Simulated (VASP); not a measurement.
# Cu (P6_3/mmc) in VASP: a series of runs, part 2 of 2

VASP 6.6.1. Earlier steps stand in the parts before.

**5. Single point, LDA (12.20 Å³/atom)**

This run uses another cell than the first one, of 12.20 Å³/atom.

File INCAR:

```
PREC = Accurate
ENCUT = 520
EDIFF = 1E-7
ISMEAR = -1
SIGMA = 0.1
LREAL = F
LASPH = T
NELM = 80
ALGO = Normal
ISIF = 2
LWAVE = F
LCHARG = T
LELF = T
LVHAR = T
NBANDS = 30
```

File KPOINTS:

```
regular mesh
0
Gamma
  19 19 5
```

File POSCAR:

```
Cu
1.0
    2.5839076220      0.0000000000      0.0000000000
   -1.2919538110      2.2377296417      0.0000000000
    0.0000000000      0.0000000000      8.4422784777
Cu
4
Direct
    0.0000000000      1.0000000000      1.0000000000
    1.0000000000      1.0000000000      0.5000000000
    0.3333333333      0.6666666667      0.2500000000
    0.6666666667      0.3333333333      0.7500000000
```

Potentials or basis: VASP PAW LDA potentials, release 64 (Cu).

The run is started by

```
> cat potpaw_LDA.64/Cu/POTCAR > POTCAR
> mpirun -np 1 vasp_std > vasp.out
```

OUTCAR:

```text
PREC = Accurate
   ENCUT = 520
   EDIFF = 1E-7
   ISMEAR = -1
   LREAL = F
   LASPH = T
   NELM = 80
   ISIF = 2

 ion  position               nearest neighbor table
   1  0.000  0.000  0.000-   3 2.58   4 2.58   4 2.58   3 2.58   4 2.58   3 2.58
   2  0.000  0.000  0.500-   3 2.58   4 2.58   4 2.58   3 2.58   4 2.58   3 2.58
   3  0.333  0.667  0.250-   1 2.58   2 2.58   1 2.58   2 2.58   1 2.58   2 2.58
   4  0.667  0.333  0.750-   1 2.58   2 2.58   1 2.58   2 2.58   1 2.58   2 2.58

  LATTYP: Found a hexagonal cell.
 ALAT       =     2.5839076220
 C/A-ratio  =     3.2672524381

  Lattice vectors:

 A1 = (   2.5839076220,   0.0000000000,   0.0000000000)
 A2 = (  -1.2919538110,   2.2377296417,   0.0000000000)
 A3 = (   0.0000000000,   0.0000000000,   8.4422784777)

Analysis of symmetry for initial positions (statically):
=====================================================================
 Subroutine PRICEL returns:
 Original cell was already a primitive cell.

 Routine SETGRP: Setting up the symmetry group for a
 hexagonal supercell.

 Subroutine GETGRP returns: Found 24 space group operations
 (whereof 12 operations were pure point group operations)
 out of a pool of 24 trial point group operations.

The static configuration has the point symmetry D_3d.
 The point group associated with its full space group is D_6h.

Analysis of symmetry for dynamics (positions and initial velocities):
=====================================================================
 Subroutine PRICEL returns:
 Original cell was already a primitive cell.

 Routine SETGRP: Setting up the symmetry group for a
 hexagonal supercell.

 Subroutine GETGRP returns: Found 24 space group operations
 (whereof 12 operations were pure point group operations)
[... 121 lines left out ...]
   EFERMI =   0.00;   METHOD = LEGACY
   ISMEAR =    -1;   SIGMA  =   0.10  broadening in eV -4-tet -1-fermi 0-gaus
   EFERMI_NEDOS =   21; number of points for ismear=-14 and -15
   IALGO  =     38    algorithm
   IMIX   =      4    mixing-type and parameters
     AMIX     =   0.40;   BMIX     =  1.00
     AMIX_MAG =   1.60;   BMIX_MAG =  1.00
  volume/ion in A,a.u.               =      12.20        82.35
  Fermi-wavevector in a.u.,A,eV,Ry     =   1.581409  2.988430 34.026205  2.500855
  Thomas-Fermi vector in A             =   2.681489
   LORBIT       =      0    0 simple, 1 ext, 2 COOP (PROOUT), +10 PAW based schemes
   GGA     = CA    functional components
   LHFCALC =     F    Hartree Fock is set to
   AEXX    =    0.0000 exact exchange contribution
   IVDW    =     0    specifies the selected vdW correction
   LEPSILON=     F    determine dielectric tensor
   LRPA    =     F    only Hartree local field effects (RPA)
 non-spin polarized calculation
  energy-cutoff  :      520.00
  volume of cell :       48.81
 maximum number of plane-waves:      1329
 NGX is ok and might be reduce to    20
   NGX =  9   NGY =  9   NGZ = 31

 number of electron      44.0000032 magnetization

 Free energy of the ion-electron system (eV)
  ---------------------------------------------------
  ext. energy  EPLUGINS =         0.00000000
  ---------------------------------------------------
  free energy    TOTEN  =       -18.56660148 eV

  energy without entropy =      -18.52600929  energy(sigma->0) =      -18.54630539

 E-fermi :   6.9444     XC(G=0): -12.9122

 val. band max:        6.9374517794   @ k =   0.4211   0.1053   0.0000
 cond. band min:       6.9474050596   @ k =   0.2105   0.1053   0.4000
 fundamental gap:      0.0099532801
 Fermi energy:         6.9444052570

 k-point     1 :       0.0000    0.0000    0.0000
  band No.  band energies     occupation
      1      -2.1681      2.00000
      2      -0.0983      2.00000
      3      -0.0933      2.00000
      4       1.9938      2.00000
      5       3.7318      2.00000
      6       3.7379      2.00000
[... 781 lines left out ...]
     29      18.0221      0.00000
     30      20.2847      0.00000

 [... further k-points ...]

------------------------ aborting loop because EDIFF is reached ----------------------------------------

  FORCE on cell =-STRESS in cart. coord.  units (eV):
  Direction    XX          YY          ZZ          XY          YZ          ZX
  --------------------------------------------------------------------------------------
  -------------------------------------------------------------------------------------
  Total       -4.7292033     -4.7292033     -4.5170451      0.0000000     -0.0000000      0.0000000
  in kB     -155.2223633   -155.2223633   -148.2588866      0.0000000     -0.0000000      0.0000000
  external PRESSURE =    -152.9012044 kB  Pullay stress =       0.0000000 kB

 VOLUME and BASIS-vectors are now :
 -----------------------------------------------------------------------------
  energy-cutoff  :      520.00
  volume of cell :       48.81
      direct lattice vectors                 reciprocal lattice vectors
     2.583907622  0.000000000  0.000000000     0.387010740  0.223440755  0.000000000
    -1.291953811  2.237729642  0.000000000     0.000000000  0.446881509  0.000000000
     0.000000000  0.000000000  8.442278478     0.000000000  0.000000000  0.118451435

 POSITION                                       TOTAL-FORCE (eV/Angst)
 -----------------------------------------------------------------------------------
      0.00000      0.00000      0.00000        -0.000000     -0.000000      0.000000
      0.00000      0.00000      4.22114        -0.000000     -0.000000      0.000000
     -0.00000      1.49182      2.11057         0.000000      0.000000      0.000000
      1.29195      0.74591      6.33171        -0.000000      0.000000     -0.000000
 -----------------------------------------------------------------------------------
    total drift:                                0.000000     -0.000000      0.000000

  FREE ENERGIE OF THE ION-ELECTRON SYSTEM (eV)
  ---------------------------------------------------
  free  energy   TOTEN  =       -18.5666014837 eV

  energy  without entropy=      -18.5260092881  energy(sigma->0) =      -18.54630539
```

OSZICAR:

```text
N       E                     dE             d eps       ncg     rms          rms(c)
DAV:   1     0.333736223946E+03    0.33374E+03   -0.19837E+04  7632   0.265E+03
DAV:   2     0.952396688777E+01   -0.32421E+03   -0.31224E+03  7200   0.393E+02
DAV:   3    -0.216208350863E+02   -0.31145E+02   -0.29310E+02  7924   0.170E+02
DAV:   4    -0.224574666637E+02   -0.83663E+00   -0.83470E+00  8410   0.378E+01
DAV:   5    -0.224686963348E+02   -0.11230E-01   -0.11229E-01  9512   0.425E+00    0.158E+01
DAV:   6    -0.203092128508E+02    0.21595E+01   -0.34156E+01  8082   0.126E+02    0.872E+00
DAV:   7    -0.186089952912E+02    0.17002E+01   -0.69657E+00  8262   0.549E+01    0.732E-01
DAV:   8    -0.185813843450E+02    0.27611E-01   -0.15887E-01  9444   0.582E+00    0.909E-01
DAV:   9    -0.185668909372E+02    0.14493E-01   -0.25180E-02  8542   0.366E+00    0.174E-01
DAV:  10    -0.185665915629E+02    0.29937E-03   -0.35706E-03  9908   0.140E+00    0.319E-02
DAV:  11    -0.185666304036E+02   -0.38841E-04   -0.28727E-04  8750   0.253E-01    0.349E-02
DAV:  12    -0.185666015183E+02    0.28885E-04   -0.28365E-05  9016   0.109E-01    0.466E-03
DAV:  13    -0.185666017185E+02   -0.20011E-06   -0.60264E-06 11140   0.462E-02    0.438E-03
DAV:  14    -0.185666014834E+02    0.23505E-06   -0.98587E-07  8324   0.190E-02    0.491E-04
DAV:  15    -0.185666014837E+02   -0.28012E-09   -0.41165E-08  4944   0.277E-03
   1 F= -.18566601E+02 E0= -.18546305E+02  d E =-.405922E-01
```

stdout:

```text
POSCAR found type information on POSCAR Cu
 POSCAR found :  1 types and       4 ions
 scaLAPACK will be used
 LDA part: xc-table for (Slater(with rela. corr.)+CA(PZ))
 , standard interpolation
 POSCAR, INCAR and KPOINTS ok, starting setup
 FFT: planning ... GRIDC
 FFT: planning ... GRID_SOFT
 FFT: planning ... GRID
 WAVECAR not read
 entering main loop
```

Run time: 5.1 min. Hardware: 1 thread of Intel Xeon 8259CL, shared host; peak memory 0.24 GiB.

Results:

| Property | Result |
| --- | --- |
| Free energy | -18.5666 eV |
| Pressure | -15.3 GPa |
| Band gap on the k mesh | zero (bands 22 and 23 overlap by 5.22 eV) |

Levels at points of the mesh, in eV from the Fermi level:
```tsv
k point	band 20	band 21	band 22	band 23	band 24	band 25
(0.00, 0.00, 0.00)	-1.95	-1.95	-1.68	-1.68	-0.89	3.54
```

Caveat: the cell stands under tension.

**6. Relaxation of cell and atoms, LDA**

This run uses another cell than the first one, of 11.81 Å³/atom.

File INCAR:

```
PREC = Accurate
ENCUT = 600
EDIFF = 1E-6
ISMEAR = -1
SIGMA = 0.1
LREAL = F
LASPH = T
NELM = 80
ALGO = Normal
ISIF = 3
LWAVE = F
LCHARG = F
GGA = CA
IBRION = 2
NSW = 80
EDIFFG = -0.01
```

File KPOINTS:

```
regular mesh
0
Gamma
  14 14 4
```

File POSCAR:

```
Cu
1.0
    2.5561591618      0.0000000000      0.0000000000
   -1.2780795809      2.2136987702      0.0000000000
    0.0000000000      0.0000000000      8.3484158223
Cu
4
Direct
    0.0000000000      0.0000000000      0.0000000000
    0.0000000000      0.0000000000      0.5000000000
    0.3333333333      0.6666666667      0.2500000000
    0.6666666667      0.3333333333      0.7500000000
```

Potentials or basis: VASP PAW LDA potentials, release 64 (Cu).

The run is started by

```
> cat potpaw_LDA.64/Cu/POTCAR > POTCAR
> mpirun -np 1 vasp_std > vasp.out
```

OUTCAR:

```text
PREC = Accurate
   ENCUT = 600
   EDIFF = 1E-6
   ISMEAR = -1
   LREAL = F
   LASPH = T
   NELM = 80
   ISIF = 3
   GGA = CA
   IBRION = 2
   NSW = 80
   EDIFFG = -0.01

 ion  position               nearest neighbor table
   1  0.000  0.000  0.000-   3 2.56   4 2.56   3 2.56   4 2.56   4 2.56   3 2.56
   2  0.000  0.000  0.500-   3 2.56   4 2.56   3 2.56   4 2.56   4 2.56   3 2.56
   3  0.333  0.667  0.250-   1 2.56   2 2.56   1 2.56   2 2.56   1 2.56   2 2.56
   4  0.667  0.333  0.750-   1 2.56   2 2.56   1 2.56   2 2.56   1 2.56   2 2.56

  LATTYP: Found a hexagonal cell.
 ALAT       =     2.5561591618
 C/A-ratio  =     3.2659999999

  Lattice vectors:

 A1 = (   2.5561591618,   0.0000000000,   0.0000000000)
 A2 = (  -1.2780795809,   2.2136987702,   0.0000000000)
 A3 = (   0.0000000000,   0.0000000000,   8.3484158223)

Analysis of symmetry for initial positions (statically):
=====================================================================
 Subroutine PRICEL returns:
 Original cell was already a primitive cell.

 Routine SETGRP: Setting up the symmetry group for a
 hexagonal supercell.

 Subroutine GETGRP returns: Found 24 space group operations
[... 178 lines left out ...]
  -------------------------------------------------------------------------------------
  Total       -3.3620645     -3.3620645     -3.3774814      0.0000000     -0.0000000      0.0000000
  in kB     -114.0265902   -114.0265902   -114.5494627      0.0000000     -0.0000000      0.0000000
  external PRESSURE =    -114.2008810 kB  Pullay stress =       0.0000000 kB
[... 177 lines left out ...]
--------------------------------------- Ionic step        6  -------------------------------------------

 number of electron      44.0000023 magnetization

 Free energy of the ion-electron system (eV)
  ---------------------------------------------------
  ext. energy  EPLUGINS =         0.00000000
  ---------------------------------------------------
  free energy    TOTEN  =       -18.82780774 eV

  energy without entropy =      -18.78364197  energy(sigma->0) =      -18.80572486

 E-fermi :   8.2748     XC(G=0): -13.5521

 val. band max:        8.2154413490   @ k =   0.4286   0.0714   0.5000
 cond. band min:       8.2921713455   @ k =   0.4286   0.0000   0.0000
 fundamental gap:      0.0767299965
 Fermi energy:         8.2747588479

 k-point     1 :       0.0000    0.0000    0.0000
  band No.  band energies     occupation
      1      -1.6125      2.00000
      2       0.6077      2.00000
      3       0.6172      2.00000
      4       2.7599      2.00000
      5       4.7302      2.00000
      6       4.7334      2.00000
[... 685 lines left out ...]
     25      13.2056      0.00000
     26      13.8409      0.00000

 [... further k-points ...]

------------------------ aborting loop because EDIFF is reached ----------------------------------------

  FORCE on cell =-STRESS in cart. coord.  units (eV):
  Direction    XX          YY          ZZ          XY          YZ          ZX
  --------------------------------------------------------------------------------------
  -------------------------------------------------------------------------------------
  Total       -0.0204169     -0.0204169     -0.0136213      0.0000000     -0.0000000      0.0000000
  in kB       -0.7470171     -0.7470171     -0.4983761      0.0000000     -0.0000000      0.0000000
  external PRESSURE =      -0.6641368 kB  Pullay stress =       0.0000000 kB
[... 19 lines left out ...]
  FREE ENERGIE OF THE ION-ELECTRON SYSTEM (eV)
  ---------------------------------------------------
  free  energy   TOTEN  =       -18.8278077421 eV

  energy  without entropy=      -18.7836419720  energy(sigma->0) =      -18.80572486

 reached required accuracy - stopping structural energy minimisation
```

CONTCAR:

```text
Cu
   1.00000000000000
     2.4923791003881899   -0.0000000000000000   -0.0000000000000000
    -1.2461895501940949    2.1584636167650735    0.0000000000000000
    -0.0000000000000000   -0.0000000000000000    8.1397627946122846
  Cu
     4
Direct
     1.0000000000000000    0.0000000000000000    1.0000000000000000
     1.0000000000000000    0.0000000000000000    0.5000000000000000
     0.3333333332999970    0.6666666667000030    0.2500000000000000
     0.6666666667000030    0.3333333332999970    0.7500000000000000

  0.00000000E+00  0.00000000E+00  0.00000000E+00
  0.00000000E+00  0.00000000E+00  0.00000000E+00
  0.00000000E+00  0.00000000E+00  0.00000000E+00
  0.00000000E+00  0.00000000E+00  0.00000000E+00
```

Run time: 9.2 min. Hardware: 1 thread of Intel Xeon 8259CL, shared host; peak memory 0.21 GiB.

What came out:

- Free energy: -18.8278 eV
- Relaxed volume: 10.95 Å³/atom
- Relaxed cell: a = 2.492 Å, b = 2.492 Å, c = 8.140 Å, α = 90.00°, β = 90.00°, γ = 120.00°
- Space group after relaxing (to 0.1 Å): P6_3/mmc (No. 194)
- Energy gained by relaxing: 33.5 meV/atom
- Ionic steps: 6
- Pressure after relaxing: -0.1 GPa
- Band gap on the k mesh: zero (bands 22 and 23 overlap by 4.87 eV)

The path:
| step | energy change (eV) | largest force (eV/Å) | pressure (GPa) | volume (Å³) |
| --- | --- | --- | --- | --- |
| 1 | 0.0000 | 0.0000 | -11.42 | 47.24 |
| 2 | -0.0719 | 0.0000 | 10.06 | 41.72 |
| 3 | -0.1339 | 0.0000 | -0.34 | 43.79 |
| 4 | -0.1339 | 0.0000 | 0.26 | 43.72 |
| 5 | -0.1339 | 0.0000 | -0.17 | 43.82 |
| 6 | -0.1339 | 0.0000 | -0.07 | 43.79 |

Final structure:
```
CELL_PARAMETERS angstrom
2.49238 0.00000 0.00000
-1.24619 2.15846 0.00000
0.00000 0.00000 8.13976
ATOMIC_POSITIONS crystal
Cu 0.00000 0.00000 0.00000
Cu 0.00000 0.00000 0.50000
Cu 0.33333 0.66667 0.25000
Cu 0.66667 0.33333 0.75000
```

**7. Overview**

| task | cell | k mesh | cutoff (eV) | gap on the mesh (eV) | pressure (GPa) |
| --- | --- | --- | --- | --- | --- |
| single point | a = 2.488, b = 2.488, c = 8.129 Å, angles 90.0, 90.0, 120.0°, 4 atoms | 19 × 19 × 5 | 520 | none | 1.0 |
| single point | a = 2.521, b = 2.521, c = 8.236 Å, angles 90.0, 90.0, 120.0°, 4 atoms | 19 × 19 × 5 | 520 | none | -5.8 |
| single point | a = 2.553, b = 2.553, c = 8.341 Å, angles 90.0, 90.0, 120.0°, 4 atoms | 19 × 19 × 5 | 520 | none | -11.2 |
| single point | a = 2.584, b = 2.584, c = 8.442 Å, angles 90.0, 90.0, 120.0°, 4 atoms | 19 × 19 × 5 | 520 | none | -15.3 |
| relaxation of cell and atoms | relaxed from a = 2.556, b = 2.556, c = 8.348 Å, angles 90.0, 90.0, 120.0°, 4 atoms | 14 × 14 × 4 | 600 | none | -0.1 |

Alike in all rows: level LDA; potentials or basis VASP PAW LDA potentials, release 64 (Cu); no spin polarisation; smearing fermi-dirac 0.1 eV.

Caveats: the cell stands under tension (at least some runs).

Total energies depend on the potentials used, so only differences within one code and one set of settings carry meaning.
